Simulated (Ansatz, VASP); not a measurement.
## Two plane-wave programs on CdS

```
CELL_PARAMETERS angstrom
4.07409 0.00000 0.00000
-2.03704 3.52826 0.00000
0.00000 0.00000 6.63701
ATOMIC_POSITIONS crystal
Cd 0.33333 0.66667 0.99944
Cd 0.66667 0.33333 0.49944
S 0.33333 0.66667 0.37556
S 0.66667 0.33333 0.87556
```

Alike in both runs: functional LDA; k mesh 6 × 6 × 4; no spin polarisation.

Ansatz relaxed the structure, and its values are those at the end. VASP's run is a single point on that final structure, the one shown.

```csv
,VASP,Ansatz
version,VASP 6.6.1,Ansatz 0.2.0
potentials or method,"VASP PAW LDA potentials, release 64 (Cd, S), cutoff 520 eV","scalar-relativistic, plane waves, PAW"
occupations,"gaussian, width 0.01 eV",fixed
valence electrons in the cell,36,52
```

|  | VASP | Ansatz | Ansatz less VASP |
| --- | --- | --- | --- |
| gap on the k mesh at the Fermi level (eV) | 1.06 | 1.03 | -0.030 |
| least direct gap on the mesh (eV) | 1.06 | 1.03 | -0.030 |
| pressure (GPa) | 0.6 | 0.0 | -0.55 |

LDA's correlation is that of Perdew and Zunger in VASP and of Perdew and Wang (1992) in Ansatz. VASP's potentials hold 36 valence electrons a cell and Ansatz's 52, so a difference there can come from the potentials and not from the codes.
